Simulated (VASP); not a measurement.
# MgCd3Te4 in VASP: settings compared, part 3 of 3

VASP 6.6.1.

## Step 4: Single point, PBE

Contents of INCAR:

```
SYSTEM = MgCd3Te4
PREC = Accurate
ENCUT = 520
EDIFF = 1E-6
ISMEAR = 0
SIGMA = 0.1
LREAL = .FALSE.
LASPH = .TRUE.
NELM = 80
ALGO = Normal
ISIF = 2
LWAVE = .FALSE.
LCHARG = .TRUE.
GGA = PE
LELF = .TRUE.
LVHAR = .TRUE.
NBANDS = 41
```

Contents of KPOINTS:

```
regular mesh
0
G
  4 4 4
  0 0 0
```

Contents of POSCAR:

```
MgCd3Te4
1.0
    6.5911452000      0.0000000000      0.0000000000
    0.0000000000      6.5911452000      0.0000000000
    0.0000000000      0.0000000000      6.5911452000
Mg Cd Te
1 3 4
Direct
    0.0000000000      0.0000000000      0.0000000000
    0.0000000000      0.5000000000      0.5000000000
    0.5000000000      0.0000000000      0.5000000000
    0.5000000000      0.5000000000      0.0000000000
    0.7527070000      0.7527070000      0.2472930000
    0.7527070000      0.2472930000      0.7527070000
    0.2472930000      0.7527070000      0.7527070000
    0.2472930000      0.2472930000      0.2472930000
```

Potentials or basis: VASP PAW PBE potentials, release 64 (Mg, Cd, Te).

Started as:

```console
> cat potpaw_PBE.64/Mg/POTCAR potpaw_PBE.64/Cd/POTCAR potpaw_PBE.64/Te/POTCAR > POTCAR
> mpirun -np 1 vasp_std > vasp.out
```

OUTCAR:

```text
SYSTEM = MgCd3Te4
   PREC = Accurate
   ENCUT = 520
   EDIFF = 1E-6
   ISMEAR = 0
   LREAL = .FALSE.
   LASPH = .TRUE.
   NELM = 80
   ISIF = 2
   GGA = PE

 ion  position               nearest neighbor table
   1  0.000  0.000  0.000-   5 2.82   6 2.82   7 2.82   8 2.82
   2  0.000  0.500  0.500-   5 2.86   6 2.86   7 2.86   8 2.86
   3  0.500  0.000  0.500-   5 2.86   6 2.86   7 2.86   8 2.86
   4  0.500  0.500  0.000-   5 2.86   6 2.86   7 2.86   8 2.86
   5  0.753  0.753  0.247-   1 2.82   2 2.86   3 2.86   4 2.86
   6  0.753  0.247  0.753-   1 2.82   2 2.86   3 2.86   4 2.86
   7  0.247  0.753  0.753-   1 2.82   2 2.86   3 2.86   4 2.86
   8  0.247  0.247  0.247-   1 2.82   2 2.86   3 2.86   4 2.86

  LATTYP: Found a simple cubic cell.
 ALAT       =     6.5911452000

  Lattice vectors:

 A1 = (   6.5911452000,   0.0000000000,   0.0000000000)
 A2 = (   0.0000000000,   6.5911452000,   0.0000000000)
 A3 = (   0.0000000000,   0.0000000000,   6.5911452000)

Analysis of symmetry for initial positions (statically):
=====================================================================
 Subroutine PRICEL returns:
 Original cell was already a primitive cell.

 Routine SETGRP: Setting up the symmetry group for a
 simple cubic supercell.

 Subroutine GETGRP returns: Found 24 space group operations
 (whereof 24 operations were pure point group operations)
 out of a pool of 48 trial point group operations.

The static configuration has the point symmetry T_d .

Analysis of symmetry for dynamics (positions and initial velocities):
=====================================================================
 Subroutine PRICEL returns:
 Original cell was already a primitive cell.

 Routine SETGRP: Setting up the symmetry group for a
 simple cubic supercell.

 Subroutine GETGRP returns: Found 24 space group operations
 (whereof 24 operations were pure point group operations)
 out of a pool of 48 trial point group operations.

The dynamic configuration has the point symmetry T_d .

 Subroutine INISYM returns: Found 24 space group operations
 (whereof 24 operations are pure point group operations),
 and found     1 'primitive' translations

----------------------------------------------------------------------------------------

                                     Primitive cell

  volume of cell :     286.3404

  direct lattice vectors                    reciprocal lattice vectors
     6.591145200  0.000000000  0.000000000     0.151718703  0.000000000  0.000000000
     0.000000000  6.591145200  0.000000000     0.000000000  0.151718703  0.000000000
     0.000000000  0.000000000  6.591145200     0.000000000  0.000000000  0.151718703

  length of vectors
     6.591145200  6.591145200  6.591145200     0.151718703  0.151718703  0.151718703

  position of ions in fractional coordinates (direct lattice)
     0.000000000  0.000000000  0.000000000
     0.000000000  0.500000000  0.500000000
     0.500000000  0.000000000  0.500000000
     0.500000000  0.500000000  0.000000000
     0.752707000  0.752707000  0.247293000
     0.752707000  0.247293000  0.752707000
     0.247293000  0.752707000  0.752707000
     0.247293000  0.247293000  0.247293000

[... 43 lines left out ...]
  0.500000  0.250000  0.000000     12.000000
  0.500000  0.500000  0.000000      3.000000
  0.250000  0.250000  0.250000      8.000000
  0.500000  0.250000  0.250000     12.000000
  0.500000  0.500000  0.250000      6.000000
  0.500000  0.500000  0.500000      1.000000
   k-points           NKPTS =     10   k-points in BZ     NKDIM =     10   number of bands    NBANDS=     41
   number of dos      NEDOS =    301   number of ions     NIONS =      8
   total plane-waves  NPLWV = 125000
   dimension x,y,z NGX =    50 NGY =   50 NGZ =   50
   dimension x,y,z NGXF=   100 NGYF=  100 NGZF=  100
   ions per type =               1   3   4
   NGX,Y,Z   is equivalent  to a cutoff of  12.61, 12.61, 12.61 a.u.
   NGXF,Y,Z  is equivalent  to a cutoff of  25.22, 25.22, 25.22 a.u.
 SYSTEM =  MgCd3Te4
   PREC   = accura    normal or accurate (medium, high low for compatibility)
   ISTART =      0    job   : 0-new  1-cont  2-samecut
   ICHARG =      2    charge: 1-file 2-atom 10-const
   ISPIN  =      1    spin polarized calculation?
   LNONCOLLINEAR =      F non collinear calculations
   LSORBIT =      F    spin-orbit coupling
   LASPH  =      T    aspherical Exc in radial PAW
   ENCUT  =  520.0 eV  38.22 Ry    6.18 a.u.  12.26 12.26 12.26*2*pi/ulx,y,z
   NELM   =     80;   NELMIN=  2; NELMDL= -5     # of ELM steps
   EDIFF  = 0.1E-05   stopping-criterion for ELM
   LREAL  =      F    real-space projection
   EDIFFG = 0.1E-04   stopping-criterion for IOM
   NSW    =      0    number of steps for IOM
   IBRION =     -1    ionic relax: 0-MD 1-quasi-New 2-CG
   NFREE  =      0    steps in history (QN), initial steepest desc. (CG)
   ISIF   =      2    stress and relaxation
   ISYM   =      2    0-nonsym 1-usesym 2-fastsym
   POTIM  = 0.5000    time-step for ionic-motion
   TEBEG  =    0.0;   TEEND  =   0.0 temperature during run
   PSTRESS=    0.0 pullay stress
   NELECT =      62.0000    total number of electrons
   NUPDOWN=      -1.0000    fix difference up-down
   EMIN   =  10.00;   EMAX   =-10.00  energy-range for DOS
   EFERMI =   0.00;   METHOD = LEGACY
   ISMEAR =     0;   SIGMA  =   0.10  broadening in eV -4-tet -1-fermi 0-gaus
   EFERMI_NEDOS =   21; number of points for ismear=-14 and -15
   IALGO  =     38    algorithm
   IMIX   =      4    mixing-type and parameters
     AMIX     =   0.40;   BMIX     =  1.00
     AMIX_MAG =   1.60;   BMIX_MAG =  1.00
  volume/ion in A,a.u.               =      35.79       241.54
  Fermi-wavevector in a.u.,A,eV,Ry     =   0.983055  1.857705 13.148633  0.966397
  Thomas-Fermi vector in A             =   2.114184
   LORBIT       =      0    0 simple, 1 ext, 2 COOP (PROOUT), +10 PAW based schemes
   GGA     = PE    functional components
   LHFCALC =     F    Hartree Fock is set to
   AEXX    =    0.0000 exact exchange contribution
   IVDW    =     0    specifies the selected vdW correction
   LEPSILON=     F    determine dielectric tensor
   LRPA    =     F    only Hartree local field effects (RPA)
 non-spin polarized calculation
 Gauss-broadening in eV      SIGMA  =   0.10
  energy-cutoff  :      520.00
  volume of cell :      286.34
 maximum number of plane-waves:      7809
 NGX is ok and might be reduce to    50
   NGX = 25   NGY = 25   NGZ = 25

 number of electron      62.0000035 magnetization

 Free energy of the ion-electron system (eV)
  ---------------------------------------------------
  ext. energy  EPLUGINS =         0.00000000
  ---------------------------------------------------
  free energy    TOTEN  =       -20.82144411 eV

  energy without entropy =      -20.82144411  energy(sigma->0) =      -20.82144411

 E-fermi :   2.2217     XC(G=0):  -8.1787

 val. band max:        1.7724563342   @ k =   0.0000   0.0000   0.0000
 cond. band min:       2.7702304679   @ k =   0.0000   0.0000   0.0000
 fundamental gap:      0.9977741337
 Fermi energy:         2.2216592775

 k-point     1 :       0.0000    0.0000    0.0000
  band No.  band energies     occupation
      1      -8.8763      2.00000
      2      -8.3740      2.00000
      3      -8.3740      2.00000
      4      -8.3740      2.00000
      5      -6.1503      2.00000
      6      -6.1503      2.00000
[... 429 lines left out ...]
     40       7.1322      0.00000
     41       7.1464      0.00000

------------------------ aborting loop because EDIFF is reached ----------------------------------------

  FORCE on cell =-STRESS in cart. coord.  units (eV):
  Direction    XX          YY          ZZ          XY          YZ          ZX
  --------------------------------------------------------------------------------------
  -------------------------------------------------------------------------------------
  Total        0.1123745      0.1123745      0.1123745     -0.0000000      0.0000000     -0.0000000
  in kB        0.6287759      0.6287759      0.6287759     -0.0000000      0.0000000     -0.0000000
  external PRESSURE =       0.6287759 kB  Pullay stress =       0.0000000 kB

 VOLUME and BASIS-vectors are now :
 -----------------------------------------------------------------------------
  energy-cutoff  :      520.00
  volume of cell :      286.34
      direct lattice vectors                 reciprocal lattice vectors
     6.591145200  0.000000000  0.000000000     0.151718703  0.000000000  0.000000000
     0.000000000  6.591145200  0.000000000     0.000000000  0.151718703  0.000000000
     0.000000000  0.000000000  6.591145200     0.000000000  0.000000000  0.151718703

 POSITION                                       TOTAL-FORCE (eV/Angst)
 -----------------------------------------------------------------------------------
      0.00000      0.00000      0.00000         0.000000     -0.000000     -0.000000
      0.00000      3.29557      3.29557         0.000000     -0.000000      0.000000
      3.29557      0.00000      3.29557         0.000000     -0.000000      0.000000
      3.29557      3.29557      0.00000         0.000000     -0.000000     -0.000000
      4.96120      4.96120      1.62994         0.012083      0.012083     -0.012083
      4.96120      1.62994      4.96120         0.012083     -0.012083      0.012083
      1.62994      4.96120      4.96120        -0.012083      0.012083      0.012083
      1.62994      1.62994      1.62994        -0.012083     -0.012083     -0.012083
 -----------------------------------------------------------------------------------
    total drift:                               -0.000000     -0.000000      0.000000

  FREE ENERGIE OF THE ION-ELECTRON SYSTEM (eV)
  ---------------------------------------------------
  free  energy   TOTEN  =       -20.8214441099 eV

  energy  without entropy=      -20.8214441099  energy(sigma->0) =      -20.82144411
```

It took 76 s on 1 thread of Intel Xeon 6975P-C (Granite Rapids), shared host; peak memory 0.4 GiB.

What came out:

| Item | Value |
| --- | --- |
| Free energy | -20.8214 eV |
| Pressure | 0.1 GPa |
| Largest force | 0.021 eV/Å |
| Band gap on the k mesh | 1.00 eV, direct |

Forces on the atoms (eV/Å):
```
Mg   0.000  0.000  0.000
Cd   0.000  0.000  0.000
Cd   0.000  0.000  0.000
Cd   0.000  0.000  0.000
Te   0.012  0.012 -0.012
Te   0.012 -0.012  0.012
Te  -0.012  0.012  0.012
Te  -0.012 -0.012 -0.012
```

Levels at points of the mesh, in eV from the valence-band top:
| k point | band 28 | band 29 | band 30 | band 31 | band 32 | band 33 | band 34 | band 35 |
| --- | --- | --- | --- | --- | --- | --- | --- | --- |
| (0.00, 0.00, 0.00) | -1.52 | 0.00 | 0.00 | 0.00 | 1.00 | 2.58 | 2.58 | 2.80 |
| (0.50, 0.00, 0.00) | -0.96 | -0.96 | -0.80 | -0.80 | 2.97 | 3.08 | 3.52 | 3.56 |
| (0.50, 0.50, 0.00) | -0.69 | -0.69 | -0.67 | -0.50 | 3.09 | 3.19 | 3.19 | 3.84 |
| (0.50, 0.50, 0.50) | -0.56 | -0.53 | -0.53 | -0.53 | 1.88 | 1.88 | 1.88 | 2.80 |

Caveat: spin-orbit coupling is left out, which moves the levels of the heavy elements.

## Step 5: Single point, PBE

Contents of INCAR:

```
ALGO = Normal ; EDIFF = 1E-6
ENCUT = 520 ; GGA = PE
ISIF = 2 ; ISMEAR = 0
LASPH = T ; LCHARG = T
LELF = T ; LREAL = F
LVHAR = T ; LWAVE = F
NBANDS = 41 ; NELM = 100
PREC = Accurate ; SIGMA = 0.02
```

Contents of KPOINTS:

```
k-points
0
Gamma
  4 4 4
```

POSCAR is that of step 4.

Started as:

```console
> cat potpaw_PBE.64/Mg/POTCAR potpaw_PBE.64/Cd/POTCAR potpaw_PBE.64/Te/POTCAR > POTCAR
> mpirun -np 1 vasp_std > vasp.out
```

Run time: 81 s. Hardware: 1 thread of Intel Xeon 6975P-C (Granite Rapids), shared host; peak memory 0.4 GiB.

The run converged. Its results:

```
Free energy            : -20.8214 eV
Pressure               : 0.1 GPa
Largest force          : 0.021 eV/Å
Band gap on the k mesh : 1.00 eV, direct
```

Forces on the atoms (eV/Å):
```
Mg   0.000  0.000  0.000
Cd   0.000  0.000  0.000
Cd   0.000  0.000  0.000
Cd   0.000  0.000  0.000
Te   0.012  0.012 -0.012
Te   0.012 -0.012  0.012
Te  -0.012  0.012  0.012
Te  -0.012 -0.012 -0.012
```

Levels at points of the mesh, in eV from the valence-band top:
```tsv
k point	band 27	band 28	band 29	band 30	band 31	band 32	band 33	band 34	band 35	band 36
(0.00, 0.00, 0.00)	-1.52	-1.52	0.00	0.00	0.00	1.00	2.58	2.58	2.80	2.80
(0.50, 0.00, 0.00)	-1.80	-0.96	-0.96	-0.80	-0.80	2.97	3.08	3.52	3.56	4.19
(0.50, 0.50, 0.00)	-1.79	-0.69	-0.69	-0.67	-0.50	3.09	3.19	3.19	3.84	5.27
(0.50, 0.50, 0.50)	-0.56	-0.56	-0.53	-0.53	-0.53	1.88	1.88	1.88	2.80	5.02
```

Caveat: spin-orbit coupling is left out, which moves the levels of the heavy elements.

## Step 6: Single point, LDA

Contents of INCAR:

```
SYSTEM = MgCd3Te4
ALGO = Normal
EDIFF = 1E-7
ENCUT = 520
GGA = CA
ISIF = 2
ISMEAR = 0
LASPH = .True.
LCHARG = .False.
LREAL = .False.
LWAVE = .False.
NBANDS = 41
NELM = 80
PREC = Accurate
SIGMA = 0.02
```

Contents of KPOINTS:

```
k-points
0
Gamma
  4 4 4
  0 0 0
```

POSCAR is that of step 5.

Potentials or basis: VASP PAW LDA potentials, release 64 (Mg, Cd, Te).

Started as:

```console
> cat potpaw_LDA.64/Mg/POTCAR potpaw_LDA.64/Cd/POTCAR potpaw_LDA.64/Te/POTCAR > POTCAR
> mpirun -np 1 vasp_std > vasp.out
```

It took 68 s on 1 thread of Intel Xeon 6975P-C (Granite Rapids), shared host; peak memory 0.33 GiB.

The run converged. Its results:

```
Free energy            : -25.1991 eV
Pressure               : -3.1 GPa
Largest force          : 0.137 eV/Å
Band gap on the k mesh : 0.79 eV, direct
```

Forces on the atoms (eV/Å):
```
Mg   0.000  0.000  0.000
Cd   0.000  0.000  0.000
Cd   0.000  0.000  0.000
Cd   0.000  0.000  0.000
Te  -0.079 -0.079  0.079
Te  -0.079  0.079 -0.079
Te   0.079 -0.079 -0.079
Te   0.079  0.079  0.079
```

Levels at points of the mesh, in eV from the valence-band top:
```csv
k point,band 29,band 30,band 31,band 32,band 33,band 34
"(0.00, 0.00, 0.00)",0.00,0.00,0.00,0.79,2.46,2.46
"(0.50, 0.00, 0.00)",-0.97,-0.81,-0.81,2.86,2.97,3.35
"(0.50, 0.50, 0.00)",-0.69,-0.68,-0.51,2.98,3.06,3.06
"(0.50, 0.50, 0.50)",-0.54,-0.54,-0.54,1.73,1.73,1.73
```

Caveat: spin-orbit coupling is left out, which moves the levels of the heavy elements. LDA gaps usually lie below the measured ones, often by a third to a half.

## Step 7: The runs side by side

| level | potentials or basis | cell | k mesh | smearing | gap on the mesh (eV) | pressure (GPa) | largest force (eV/Å) |
| --- | --- | --- | --- | --- | --- | --- | --- |
| PBE | VASP PAW PBE potentials, release 64 (Mg, Cd, Te) | a = 6.591 Å, 8 atoms | 2 × 2 × 2 | gaussian 0.1 eV | 0.98 | 0.2 | 0.02 |
| PBE | VASP PAW PBE potentials, release 64 (Mg, Cd, Te) | a = 6.607, b = 6.589, c = 6.593 Å, angles 90.0, 89.9, 90.0°, 8 atoms | 2 × 2 × 2 | gaussian 0.1 eV | 0.97 | 0.1 | 0.02 |
| PBE | VASP PAW PBE potentials, release 64 (Mg, Cd, Te) | a = 6.591 Å, 8 atoms | 4 × 4 × 4 | gaussian 0.1 eV | 1.00 | 0.1 | 0.02 |
| PBE | VASP PAW PBE potentials, release 64 (Mg, Cd, Te) | a = 6.591 Å, 8 atoms | 4 × 4 × 4 | gaussian 0.02 eV | 1.00 | 0.1 | 0.02 |
| LDA | VASP PAW LDA potentials, release 64 (Mg, Cd, Te) | a = 6.591 Å, 8 atoms | 4 × 4 × 4 | gaussian 0.02 eV | 0.79 | -3.1 | 0.14 |

Alike in all rows: task single point; no spin polarisation; cutoff (eV) 520.

Caveats: some runs use coarse meshes; spin-orbit coupling is left out, which moves the levels of the heavy elements.

Absolute energies hang on the potentials; compare differences alone.
